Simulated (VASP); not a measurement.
The system is Sb.

```
CELL_PARAMETERS angstrom
2.14703 1.23959 3.65661
-2.14703 1.23959 3.65661
0.00000 -2.47917 3.65661
ATOMIC_POSITIONS crystal
Sb 0.23582 0.23582 0.23582
Sb 0.76418 0.76418 0.76418
```

Base run:

```yaml
Program: VASP 6.6.1
Functional: LDA
Potentials_or_basis: VASP PAW LDA potentials, release 64 (Sb_d_GW)
Cutoff: 500 eV
k_mesh: 12 × 12 × 12
Occupations: gaussian, width 0.1 eV
Spin: no spin polarisation
```

Its results: band gap on the k mesh zero (band 15 reaches 5.56 eV, above the bottom of band 16 at 5.29 eV); pressure 0.0 GPa; largest force 0.017 eV/Å.

Q: The run is repeated on the same cell with these changes: functional from LDA to PBE; potentials or basis from VASP PAW LDA potentials, release 64 (Sb_d_GW) to VASP PAW PBE potentials, release 64 (Sb_d_GW). What comes out?

A: Band gap on the k mesh zero (band 15 reaches 5.82 eV, above the bottom of band 16 at 5.55 eV); pressure 4.1 GPa; largest force 0.132 eV/Å.

Caveats: spin-orbit coupling is left out, which moves the levels of the heavy elements.
